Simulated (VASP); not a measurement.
# BaTiO3 (R3m) in VASP: phonons with PBE+U

Aim: the phonons of BaTiO3 with PBE+U.

All numbers are computed with VASP 6.6.1; they aren't measurements. Logs are shortened: lines on timing, memory, paths and dates and some standing lists are left out, and cuts for length are marked.

### 1 The cell of the first run

The structure is trigonal, space group R3m (No. 160). The conventional cell has a = 5.754 Å, b = 5.754 Å, c = 7.095 Å, α = 90.00°, β = 90.00°, γ = 120.00°. Within 3.7 Å of Ba (site symmetry 3m) lie 12 O at 2.80 to 2.98 Å and 8 Ti at 3.47 to 3.63 Å. Ti (site symmetry 3m) has 6 O at 1.90 to 2.19 Å within 2.5 Å. Within 2.5 Å of O (site symmetry m) lie 2 Ti at 1.90 to 2.19 Å.

### 2 Phonons, PBE+U (13.56 Å³/atom)

Contents of INCAR:

```
SYSTEM = BaTiO3
PREC = Accurate ; ENCUT = 520
EDIFF = 1E-8 ; ISMEAR = 0
SIGMA = 0.01 ; LREAL = .False.
LASPH = .True. ; NELM = 150
ALGO = Normal ; ISIF = 2
LWAVE = .False. ; LCHARG = .True.
LMAXMIX = 4 ; LDAU = .True.
LDAUTYPE = 2 ; LDAUL = -1 2 -1
LDAUU = 0 4 0 ; LDAUJ = 0 0 0
LDAUPRINT = 1 ; GGA = PE
NBANDS = 28 ; IBRION = 6
NFREE = 2 ; POTIM = 0.015
NSW = 1
```

Contents of KPOINTS:

```
regular mesh
0
Gamma
  6 6 6
  0 0 0
```

Contents of POSCAR:

```
BaTiO3
1.0
    2.8772121048      1.6611591832      2.3650449669
   -2.8772121048      1.6611591832      2.3650449669
    0.0000000000     -3.3223183665      2.3650449668
Ba Ti O
1 1 3
Direct
    0.0044831539      0.0044831539      0.0044831539
    0.5159118307      0.5159118307      0.5159118307
    0.4893774925      0.4893774925      0.9795500304
    0.4893774925      0.9795500304      0.4893774925
    0.9795500304      0.4893774925      0.4893774925
```

Potentials or basis: VASP PAW PBE potentials, release 64 (Ba_sv, Ti_sv, O).

Launch:

```
> cat potpaw_PBE.64/Ba_sv/POTCAR potpaw_PBE.64/Ti_sv/POTCAR potpaw_PBE.64/O/POTCAR > POTCAR
> mpirun -np 1 vasp_std > vasp.out
```

OUTCAR:

```text
SYSTEM = BaTiO3
   PREC = Accurate
   ENCUT = 520
   EDIFF = 1E-8
   ISMEAR = 0
   LREAL = .False.
   LASPH = .True.
   NELM = 150
   ISIF = 2
   GGA = PE
   IBRION = 6
   NFREE = 2
   POTIM = 0.015
   NSW = 1

 ion  position               nearest neighbor table
   1  0.004  0.004  0.004-   4 2.80   5 2.80   3 2.80   3 2.88   3 2.88   4 2.88   5 2.88   5 2.88
                             4 2.88   5 2.98   4 2.98   3 2.98   2 3.47   2 3.50   2 3.50   2 3.50
   2  0.516  0.516  0.516-   3 1.90   4 1.90   5 1.90   3 2.19   4 2.19   5 2.19   1 3.47   1 3.50
                             1 3.50   1 3.50   1 3.55   1 3.55   1 3.55   1 3.63
   3  0.489  0.489  0.980-   2 1.90   2 2.19   1 2.80   1 2.88   1 2.88   1 2.98
   4  0.489  0.980  0.489-   2 1.90   2 2.19   1 2.80   1 2.88   1 2.88   1 2.98
   5  0.980  0.489  0.489-   2 1.90   2 2.19   1 2.80   1 2.88   1 2.88   1 2.98

  LATTYP: Found a trigonal (rhomboedric) cell.
 ALAT       =     4.0781413687
 COS(alpha) =     0.0044818092

  Lattice vectors:

 A1 = (   2.8772121048,   1.6611591832,   2.3650449669)
 A2 = (  -2.8772121048,   1.6611591832,   2.3650449669)
 A3 = (   0.0000000000,  -3.3223183665,   2.3650449668)

Analysis of symmetry for initial positions (statically):
=====================================================================
 Subroutine PRICEL returns:
 Original cell was already a primitive cell.

 Routine SETGRP: Setting up the symmetry group for a
 trigonal (rhombohedral) supercell.

 Subroutine GETGRP returns: Found  6 space group operations
 (whereof  6 operations were pure point group operations)
 out of a pool of 12 trial point group operations.

The static configuration has the point symmetry C_3v.

Analysis of symmetry for dynamics (positions and initial velocities):
=====================================================================
 Subroutine PRICEL returns:
 Original cell was already a primitive cell.

 Routine SETGRP: Setting up the symmetry group for a
 trigonal (rhombohedral) supercell.

 Subroutine GETGRP returns: Found  6 space group operations
 (whereof  6 operations were pure point group operations)
 out of a pool of 12 trial point group operations.

The dynamic configuration has the point symmetry C_3v.

 Subroutine INISYM returns: Found  6 space group operations
 (whereof  6 operations are pure point group operations),
 and found     1 'primitive' translations

----------------------------------------------------------------------------------------

                                     Primitive cell

  volume of cell :      67.8225

  direct lattice vectors                    reciprocal lattice vectors
     2.877212105  1.661159183  2.365044967     0.173779333  0.100331545  0.140941647
    -2.877212105  1.661159183  2.365044967    -0.173779333  0.100331545  0.140941647
     0.000000000 -3.322318366  2.365044967     0.000000000 -0.200663089  0.140941647

  length of vectors
     4.078141369  4.078141369  4.078141369     0.245214647  0.245214647  0.245214647

  position of ions in fractional coordinates (direct lattice)
     0.004483154  0.004483154  0.004483154
     0.515911831  0.515911831  0.515911831
     0.489377492  0.489377492  0.979550030
     0.489377492  0.979550030  0.489377492
     0.979550030  0.489377492  0.489377492

  ion indices of the primitive-cell ions
   primitive index   ion index
                 1           1
                 2           2
                 3           3
                 4           4
                 5           5

[... 134 lines left out ...]
  external PRESSURE =      14.9370393 kB  Pullay stress =       0.0000000 kB
[... 98 lines left out ...]
  FREE ENERGIE OF THE ION-ELECTRON SYSTEM (eV)
  ---------------------------------------------------
  free  energy   TOTEN  =       -37.2986044295 eV

  energy  without entropy=      -37.2986044295  energy(sigma->0) =      -37.29860443

[... ionic steps 4 to 12 ...]

--------------------------------------- Ionic step       13  -------------------------------------------

 number of electron      40.0000012 magnetization

------------------------ aborting loop because EDIFF is reached ----------------------------------------
[... 67 lines left out ...]
  FREE ENERGIE OF THE ION-ELECTRON SYSTEM (eV)
  ---------------------------------------------------
  free  energy   TOTEN  =       -37.3020832732 eV

  energy  without entropy=      -37.3020832732  energy(sigma->0) =      -37.30208327

atom =   2  type =  2  l = 2

 onsite density matrix

spin component  1

  0.1638 -0.0000 -0.0000  0.0622 -0.0000
 -0.0000  0.1882  0.0004  0.0000  0.0631
 -0.0000  0.0004  0.1100  0.0000  0.0010
  0.0622  0.0000  0.0000  0.1878  0.0000
 -0.0000  0.0631  0.0010  0.0000  0.1646

spin component  2

  0.1638 -0.0000 -0.0000  0.0622 -0.0000
 -0.0000  0.1882  0.0004  0.0000  0.0631
 -0.0000  0.0004  0.1100  0.0000  0.0010
  0.0622  0.0000  0.0000  0.1878  0.0000
 -0.0000  0.0631  0.0010  0.0000  0.1646

 occupancies and eigenvectors

  o =  0.1099  v =  0.0000  0.1266  0.9784  0.0000 -0.1633  0.0000  0.0000  0.0000  0.0000  0.0000      0.0000  0.0000  0.0000  0.0000  0.0000  0.0000  0.0000  0.0000  0.0000  0.0000
  o =  0.1099  v =  0.0000  0.0000  0.0000  0.0000  0.0000  0.0000  0.1266  0.9784  0.0000 -0.1633      0.0000  0.0000  0.0000  0.0000  0.0000  0.0000  0.0000  0.0000  0.0000  0.0000
  o =  0.1123  v =  0.0000 -0.6260  0.2065  0.0000  0.7520  0.0000  0.0000  0.0000  0.0000  0.0000      0.0000  0.0000  0.0000  0.0000  0.0000  0.0000  0.0000  0.0000  0.0000  0.0000
  o =  0.1123  v =  0.0000  0.0000  0.0000  0.0000  0.0000  0.0000 -0.6260  0.2065  0.0000  0.7520      0.0000  0.0000  0.0000  0.0000  0.0000  0.0000  0.0000  0.0000  0.0000  0.0000
  o =  0.1125  v =  0.0000  0.0000  0.0000  0.0000  0.0000 -0.7712  0.0000 -0.0000  0.6366 -0.0000      0.0000  0.0000  0.0000  0.0000  0.0000  0.0000  0.0000  0.0000  0.0000  0.0000
  o =  0.1125  v = -0.7712  0.0000 -0.0000  0.6366 -0.0000  0.0000  0.0000  0.0000  0.0000  0.0000      0.0000  0.0000  0.0000  0.0000  0.0000  0.0000  0.0000  0.0000  0.0000  0.0000
  o =  0.2391  v =  0.6366  0.0000 -0.0000  0.7712 -0.0000  0.0000  0.0000  0.0000  0.0000  0.0000      0.0000  0.0000  0.0000  0.0000  0.0000  0.0000  0.0000  0.0000  0.0000  0.0000
  o =  0.2391  v =  0.0000  0.0000  0.0000  0.0000  0.0000  0.6366  0.0000 -0.0000  0.7712 -0.0000      0.0000  0.0000  0.0000  0.0000  0.0000  0.0000  0.0000  0.0000  0.0000  0.0000
  o =  0.2406  v =  0.0000  0.0000  0.0000  0.0000  0.0000  0.0000 -0.7695 -0.0070 -0.0000 -0.6387      0.0000  0.0000  0.0000  0.0000  0.0000  0.0000  0.0000  0.0000  0.0000  0.0000
  o =  0.2406  v =  0.0000 -0.7695 -0.0070 -0.0000 -0.6387  0.0000  0.0000  0.0000  0.0000  0.0000      0.0000  0.0000  0.0000  0.0000  0.0000  0.0000  0.0000  0.0000  0.0000  0.0000

--------------------------------------- Ionic step       15  -------------------------------------------

 number of electron      40.0000014 magnetization

 Free energy of the ion-electron system (eV)
  ---------------------------------------------------
  ext. energy  EPLUGINS =         0.00000000
  ---------------------------------------------------
  free energy    TOTEN  =       -37.29476976 eV

  energy without entropy =      -37.29476976  energy(sigma->0) =      -37.29476976

 E-fermi :   3.5311     XC(G=0): -10.9516

 val. band max:        3.4794098933   @ k =   0.5000   0.5000   0.5000
 cond. band min:       6.2557572212   @ k =   0.0000   0.0000   0.0000
 fundamental gap:      2.7763473280
 Fermi energy:         3.5311044617

 k-point     1 :       0.0000    0.0000    0.0000
  band No.  band energies     occupation
      1     -54.0584      2.00000
      2     -30.2524      2.00000
      3     -30.2363      2.00000
      4     -30.2341      2.00000
      5     -21.4623      2.00000
      6     -13.2726      2.00000
[... 733 lines left out ...]
     27      11.3700      0.00000
     28      11.7910      0.00000

 [... further k-points ...]
[... 5 lines left out ...]
  --------------------------------------------------------------------------------------
  -------------------------------------------------------------------------------------
  Total        0.7362571      0.8186129      0.5443068      0.0000000     -0.0442151      0.0000000
  in kB       17.3926726     19.3381714     12.8582109      0.0000000     -1.0444968      0.0000000
  external PRESSURE =      16.5296850 kB  Pullay stress =       0.0000000 kB
[... 20 lines left out ...]
  FREE ENERGIE OF THE ION-ELECTRON SYSTEM (eV)
  ---------------------------------------------------
  free  energy   TOTEN  =       -37.2947697574 eV

  energy  without entropy=      -37.2947697574  energy(sigma->0) =      -37.29476976

 INTERNAL STRAIN TENSORS FROM DISPLACED ATOMS
 ============================================

 INTERNAL STRAIN TENSOR FOR ION    1 for displacements in x,y,z  (eV/Angst):
          X           Y           Z          XY          YZ          ZX
  --------------------------------------------------------------------------------
  x     0.00000     0.00000     0.00000     0.00011     0.00000     0.72638
  y     0.00011    -0.00011    -0.00000     0.00000     0.72638     0.00000
  z     0.67086     0.67086     2.09453     0.00000    -0.00000     0.00000

 INTERNAL STRAIN TENSOR FOR ION    5 for displacements in x,y,z  (eV/Angst):
          X           Y           Z          XY          YZ          ZX
  --------------------------------------------------------------------------------
  x    -9.97006    -4.04995    -4.26031    -3.79076    -3.09372    -5.50816
  y    -4.42001    -3.67445    -2.45969    -2.96006    -1.93585    -3.09372
  z    -5.24696    -2.56341    -5.10870    -2.32402    -1.43194    -2.48018

 Eigenvectors and eigenvalues of the dynamical matrix
 ----------------------------------------------------

   1 f  =   16.419226 THz   103.165041 2PiTHz  547.686436 cm-1    67.904433 meV
             X         Y         Z           dx          dy          dz
      0.000000 -0.000000  0.031809    -0.000000    0.000000   -0.005021
      0.000000 -0.000000  3.660464    -0.000000    0.000000   -0.149971
      0.000000 -1.628509  4.631479    -0.000000   -0.563495    0.091110
     -1.410330  0.814255  4.631479    -0.488001    0.281748    0.091110
      1.410330  0.814255  4.631479     0.488001    0.281748    0.091110
[... 105 lines left out ...]
  15 f/i=    0.004869 THz     0.030594 2PiTHz    0.162419 cm-1     0.020137 meV
             X         Y         Z           dx          dy          dz
      0.000000 -0.000000  0.031809     0.000000   -0.000000    0.767333
      0.000000 -0.000000  3.660464     0.000000   -0.000000    0.452861
      0.000000 -1.628509  4.631479     0.000000   -0.000073    0.262118
     -1.410330  0.814255  4.631479    -0.000064    0.000037    0.262118
      1.410330  0.814255  4.631479     0.000064    0.000037    0.262118

 ELASTIC MODULI CONTR FROM IONIC RELAXATION (kBar)
 Direction    XX          YY          ZZ          XY          YZ          ZX
 --------------------------------------------------------------------------------
 XX        -665.1466   -308.1369   -481.4008     -0.0000   -260.5598     -0.0000
 YY        -308.1369   -665.1466   -481.4008     -0.0000    260.5598     -0.0000
 ZZ        -481.4008   -481.4008   -573.7476     -0.0000     -0.0000     -0.0000
 XY          -0.0000     -0.0000     -0.0000   -178.5048     -0.0000   -260.5594
 YZ        -260.5598    260.5598     -0.0000     -0.0000   -412.2252     -0.0000
 ZX          -0.0000     -0.0000     -0.0000   -260.5594     -0.0000   -412.2241
 --------------------------------------------------------------------------------
```

Wall time 27 min (1 thread of Oxide Virtual Turin-like, shared host); peak memory 0.4 GiB.

Results:

| Property | Result |
| --- | --- |
| Highest phonon frequency at Γ, LO-TO splitting left out | 548 cm⁻¹ |

Phonon frequencies in cm⁻¹ (negative: imaginary):
```
              q point                                            frequencies
(0.000, 0.000, 0.000)  0 0 0 159 159 161 268 285 285 294 294 309 488 488 548
```

Eigenvalues of the final occupation matrices:
| site | spin | trace | eigenvalues |
| --- | --- | --- | --- |
| site 2 d | 1 | 0.81 | 0.11 0.11 0.11 0.24 0.24 |
| site 2 d | 2 | 0.81 | 0.11 0.11 0.11 0.24 0.24 |

Caveat: the cell stands under pressure or tension, which shifts response properties; spin-orbit coupling is left out, which moves the levels of the heavy elements.
